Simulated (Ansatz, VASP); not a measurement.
## GaN: VASP beside Ansatz

INCAR

```
SYSTEM = GaN
PREC     = Accurate       ! precision mode
ENCUT    = 520            ! plane-wave cutoff, eV
EDIFF    = 1E-7           ! SCF threshold, eV
ISMEAR   = 0              ! smearing method
SIGMA    = 0.05           ! smearing width, eV
LREAL    = .False.        ! projectors in reciprocal space
LASPH    = .True.         ! aspherical terms in the spheres
NELM     = 100            ! most SCF steps
ALGO     = Normal         ! electronic algorithm
ISIF     = 2              ! what is computed and relaxed
LWAVE    = .False.        ! write WAVECAR
LCHARG   = .False.        ! write CHGCAR
GGA      = PE             ! functional
NBANDS   = 26             ! bands
```

The input KPOINTS:

```
Automatic mesh
0
Gamma
  12 12 6
  0 0 0
```

Contents of POSCAR:

```
GaN
1.0
    3.1799996605      0.0000000000      0.0000000000
   -1.5899998303      2.7539604900      0.0000000000
    0.0000000000      0.0000000000      5.1660000000
Ga N
2 2
Direct
    0.3333333333      0.6666666667      0.0348432056
    0.6666666667      0.3333333333      0.5000000000
    0.3333333333      0.6666666667      0.3750000000
    0.6666666667      0.3333333333      0.8750000000
```

Input for Ansatz:

```yaml
crystal:
  lattice:
    - [3.1799996605, 0.0, 0.0]
    - [-1.5899998303, 2.75396049, 0.0]
    - [0.0, 0.0, 5.166]
  atoms:
    - { symbol: Ga, position: [0.3333333333, 0.6666666667, 0.0348432056] }
    - { symbol: Ga, position: [0.6666666667, 0.3333333333, 0.5] }
    - { symbol: "N", position: [0.3333333333, 0.6666666667, 0.375] }
    - { symbol: "N", position: [0.6666666667, 0.3333333333, 0.875] }
basis:
  ecutwfc: 420
kpoints:
  mp_grid: { grid: [12, 12, 6] }
hamiltonian:
  xc: pbe
scf:
  occupations: { method: gaussian, width: 0.05 }
output:
  forces: true
  stress: true
  eigenvalues: true
```

Alike in both runs: task single point; functional PBE; k mesh 12 × 12 × 6; occupations gaussian, width 0.05 eV; no spin polarisation.

|  | VASP | Ansatz |
| --- | --- | --- |
| version | VASP 6.6.1 | Ansatz 0.2.0 |
| potentials or method | VASP PAW PBE potentials, release 64 (Ga_d, N), cutoff 520 eV | scalar-relativistic, plane waves, PAW |
| valence electrons in the cell | 36 | 36 |

```csv
,VASP,Ansatz,Ansatz less VASP
gap on the k mesh at the Fermi level (eV),1.48,1.48,+0.001
least direct gap on the mesh (eV),1.48,1.48,+0.001
pressure (GPa),10.2,10.3,+0.05
"traceless stress, the component that is largest in VASP (GPa)",12.24,12.54,+0.308
rms of the force components (eV/Å),1.846,1.871,+0.0247
```

Atom by atom the forces differ by 0.030 eV/Å (rms over components).
